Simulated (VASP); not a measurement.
Input of a VASP 6.6.1 run:

The input POSCAR:

```
In
1.0
    3.4339102407      0.0000000000      0.0000000000
   -1.7169551203      2.9738535027      0.0000000000
    0.0000000000      0.0000000000      5.5900967038
In
2
Direct
    0.3333333333      0.6666666667      0.2500000000
    0.6666666667      0.3333333333      0.7500000000
```

INCAR.step1

```
SYSTEM = In
  ALGO = Normal
  EDIFF = 1E-4
  ENCUT = 520
  GGA = PE
  ISMEAR = -1
  LASPH = .TRUE.
  LCHARG = .FALSE.
  LREAL = .FALSE.
  LWAVE = .TRUE.
  NBANDS = 20
  NELM = 100
  PREC = Accurate
  SIGMA = 0.1
```

The input INCAR.step2:

```
SYSTEM = In
  ALGO = Normal
  EDIFF = 1E-7
  ENCUT = 520
  ISIF = 2
  ISMEAR = -1
  ISTART = 1
  LASPH = .TRUE.
  LCHARG = .TRUE.
  LELF = .TRUE.
  LMIXTAU = .TRUE.
  LREAL = .FALSE.
  LVHAR = .TRUE.
  LWAVE = .FALSE.
  METAGGA = R2SCAN
  NBANDS = 20
  NELM = 100
  PREC = Accurate
  SIGMA = 0.1
```

The input KPOINTS:

```
k-points
0
G
  12 12 7
  0 0 0
```

Potentials or basis: VASP PAW PBE potentials, release 64 (In_d).

The run is started by

```console
$ cat potpaw_PBE.64/In_d/POTCAR > POTCAR
$ cp INCAR.step1 INCAR
$ mpirun -np 1 vasp_std > vasp.out
$ cp INCAR.step2 INCAR
$ mpirun -np 1 vasp_std > vasp.out
```

Task: Predict the band gap on the k mesh.

Result: Zero (band 13 reaches 9.21 eV, above the bottom of band 14 at 4.38 eV).

Task: Predict the pressure.

Result: -2.6 GPa.

Stress tensor (GPa, compression positive):
```
-2.36  0.00  0.00
 0.00 -2.36  0.00
 0.00  0.00 -3.05
```

Caveat: the PAW data sets were made with another functional, which shifts forces and pressure a little; spin-orbit coupling is left out, which moves the levels of the heavy elements.
